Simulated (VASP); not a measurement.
## Cr: relaxation of cell and atoms with LDA

The system is Cr.

```
Cr
1.0
    -1.39423    1.39423    1.39423
     1.39423   -1.39423    1.39423
     1.39423    1.39423   -1.39423
Cr
1
Direct
  0.00000 0.00000 0.00000
```

```json
{
 "Program": "VASP 6.6.1",
 "Task": "relaxation of cell and atoms",
 "Functional": "LDA",
 "Potentials or basis": "VASP PAW LDA potentials, release 64 (Cr_pv)",
 "Cutoff": "600 eV",
 "k mesh": "22 × 22 × 22",
 "Occupations": "gaussian, width 0.05 eV",
 "Spin": "no spin polarisation",
 "Dipole correction": "no",
 "Further INCAR settings": "ALGO = Normal; EDIFF = 1e-06; IBRION = 2; EDIFFG = -0.01; NSW = 50; ISIF = 3"
}
```

* Pressure after relaxing: 0.0 GPa
* Band gap on the k mesh: zero (band 6 reaches 14.43 eV, above the bottom of band 7 at 10.72 eV)

Final structure:
```cif
data_structure
_symmetry_space_group_name_H-M 'P 1'
_symmetry_Int_Tables_number 1
_cell_length_a 2.4149
_cell_length_b 2.4149
_cell_length_c 2.4149
_cell_angle_alpha 109.471
_cell_angle_beta 109.471
_cell_angle_gamma 109.471
_cell_volume 10.84
loop_
_atom_site_label
_atom_site_type_symbol
_atom_site_fract_x
_atom_site_fract_y
_atom_site_fract_z
_atom_site_occupancy
Cr1 Cr 0.00000 0.00000 0.00000 1
```

Levels at points of the mesh, in eV from the Fermi level:
```
           k point  band 3  band 4  band 5  band 6  band 7  band 8  band 9  band 10
(0.00, 0.00, 0.00)  -42.25   -8.01   -1.02   -1.02   -1.02    1.16    1.16     5.38
(0.50, 0.00, 0.00)  -42.26   -4.77   -2.71    1.20    1.38    1.54    3.12     5.37
(0.50, 0.50, 0.50)  -43.04   -4.77   -4.77    2.69    2.69    2.69    5.37    11.20
```

Run time: 32 s on 1 thread of AMD EPYC 7R43 64-Core Processor (Zen 3), on a shared host, peak memory 0.12 GiB.

Caveat: the relaxation stopped at its first step, so nothing moved; the run has no spin polarisation, though such a crystal can be magnetic. Spin polarisation is off, so any magnetic state and its effect on volume and gap are missing.
